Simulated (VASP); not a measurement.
# Rh: single point with PBE

The system is Rh.

```
CELL_PARAMETERS angstrom
0.00000 1.91497 1.96284
1.91497 0.00000 1.96284
1.91497 1.91497 0.00000
ATOMIC_POSITIONS crystal
Rh 0.00000 0.00000 0.00000
```

This cell differs from its parent crystal: strain +0.000 along x and y, +0.025 along z.

```
Program             : VASP 6.6.1
Task                : single point
Functional          : PBE
Potentials or basis : VASP PAW PBE potentials, release 64 (Rh_pv)
Cutoff              : 520 eV
k mesh              : 26 × 26 × 26
Occupations         : gaussian, width 0.15 eV
Spin                : no spin polarisation
```

The pressure is -5.7 GPa and the band gap on the k mesh is zero (an odd number of electrons rules out a gap without spin polarisation).

Stress tensor (GPa, compression positive):
```
-3.93  0.00  0.00
 0.00 -3.93  0.00
 0.00  0.00 -9.30
```

Levels at points of the mesh, in eV from the Fermi level:
| k point | band 3 | band 4 | band 5 | band 6 | band 7 | band 8 | band 9 | band 10 | band 11 | band 12 |
| --- | --- | --- | --- | --- | --- | --- | --- | --- | --- | --- |
| (0.00, 0.00, 0.00) | -46.29 | -7.62 | -3.03 | -2.77 | -2.77 | -1.08 | -0.77 | 16.03 | 20.67 | 20.76 |
| (0.50, 0.00, 0.00) | -46.37 | -5.74 | -3.05 | -2.80 | 0.47 | 0.59 | 0.79 | 8.19 | 15.50 | 20.67 |
| (0.50, 0.50, 0.00) | -46.50 | -5.88 | -5.53 | 0.52 | 0.90 | 0.90 | 2.88 | 11.26 | 13.36 | 13.36 |
| (0.50, 0.00, 0.50) | -46.52 | -5.89 | -5.54 | 0.49 | 0.81 | 1.03 | 3.39 | 11.93 | 12.80 | 13.03 |

Run time: 2.5 min on 1 thread of AMD EPYC 9R45 96-Core Processor (Zen 5), with other jobs on the host, peak memory 0.3 GiB.

Caveat: the cell differs from its parent crystal (strain +0.000 along x and y, +0.025 along z); the stress differs along the axes, from -9 to -4 GPa.
